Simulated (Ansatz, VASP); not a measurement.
Two plane-wave programs on BiTe

The input POSCAR:

```
BiTe
1.0
    0.0000000000      3.2350000000      3.2350000000
    3.2350000000      0.0000000000      3.2350000000
    3.2350000000      3.2350000000      0.0000000000
Bi Te
1 1
Direct
    0.0000000000      0.0000000000      0.0000000000
    0.5000000000      0.5000000000      0.5000000000
```

The input INCAR.step1:

```
ALGO = Normal
EDIFF = 1E-4
ENCUT = 520
GGA = PE
ISMEAR = 0
LASPH = T
LCHARG = F
LREAL = F
LWAVE = T
NBANDS = 18
NELM = 60
PREC = Accurate
SIGMA = 0.1
```

INCAR.step2

```
ALGO = Normal
EDIFF = 1E-6
ENCUT = 520
ISIF = 2
ISMEAR = 0
ISTART = 1
LASPH = T
LCHARG = T
LELF = T
LMIXTAU = T
LREAL = F
LVHAR = T
LWAVE = F
METAGGA = R2SCAN
NBANDS = 18
NELM = 60
PREC = Accurate
SIGMA = 0.1
```

Contents of KPOINTS:

```
k-points
0
Gamma
  12 12 12
```

Input for Ansatz:

```yaml
crystal:
  lattice:
    - [0.0, 3.235, 3.235]
    - [3.235, 0.0, 3.235]
    - [3.235, 3.235, 0.0]
  atoms:
    - { symbol: Bi, position: [0.0, 0.0, 0.0] }
    - { symbol: Te, position: [0.5, 0.5, 0.5] }
basis:
  ecutwfc: 500
kpoints:
  mp_grid: { grid: [12, 12, 12] }
hamiltonian:
  xc: r2scan
scf:
  occupations: { method: gaussian, width: 0.1 }
output:
  forces: true
  stress: true
  eigenvalues: true
  populations: true
```

Alike in both runs: task single point; functional r2SCAN; k mesh 12 × 12 × 12; occupations gaussian, width 0.1 eV; no spin polarisation.

```csv
,VASP,Ansatz
version,VASP 6.6.1,Ansatz 0.2.0
potentials or method,"VASP PAW PBE potentials, release 64 (Bi_d, Te), cutoff 520 eV","scalar-relativistic, plane waves, PAW"
valence electrons in the cell,21,31
```

```csv
,VASP,Ansatz,Ansatz less VASP
gap on the k mesh at the Fermi level (eV),none,none,-
pressure (GPa),-0.1,-0.1,+0.03
```

VASP's potentials were made for PBE, not for r2SCAN. A gap of «none» marks a metal or a gap that the smearing closes. VASP's potentials hold 21 valence electrons a cell and Ansatz's 31, so a difference there can come from the potentials and not from the codes.

Spin-orbit coupling is off throughout.
